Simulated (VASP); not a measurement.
Ni, 1 atom in the cell. Symmetry: Fm-3m, No. 225, cubic system. The conventional cell has a = 3.534 Å, b = 3.534 Å, c = 3.534 Å, α = 90.00°, β = 90.00°, γ = 90.00°. Ni (site symmetry m-3m) has 12 Ni at 2.50 Å within 3.3 Å. 

| Property | Result |
| --- | --- |
| Program | VASP 6.6.1 |
| Task | single point |
| Functional | r2SCAN |
| Potentials or basis | VASP PAW PBE potentials, release 64 (Ni) |
| Cutoff | 520 eV |
| k mesh | 11 × 11 × 11 |
| Occupations | fermi-dirac, width 0.05 eV |
| Spin | collinear spin, ferromagnetic start |
| Starting moments | [2.18] μB |
| Fixed moment | 2.18 μB |
| Dipole correction | no |
| Further INCAR settings | ALGO = Normal; EDIFF = 1e-07; NBANDS = 15 |

Potentials or basis: VASP PAW PBE potentials, release 64 (Ni).

Run with:

```console
$ cat potpaw_PBE.64/Ni/POTCAR > POTCAR
$ cp INCAR.step1 INCAR
$ mpirun -np 1 vasp_std > vasp.out
$ cp INCAR.step2 INCAR
$ mpirun -np 1 vasp_std > vasp.out
```

Hardware: 1 thread of Intel(R) Xeon(R) 6975P-C (Granite Rapids) (shared host).

Task: Estimate the wall time of this run.

Result: Wall time 48 s on 1 thread of Intel(R) Xeon(R) 6975P-C (Granite Rapids) (shared host), peak memory 0.14 GiB. Counts: k points 56.
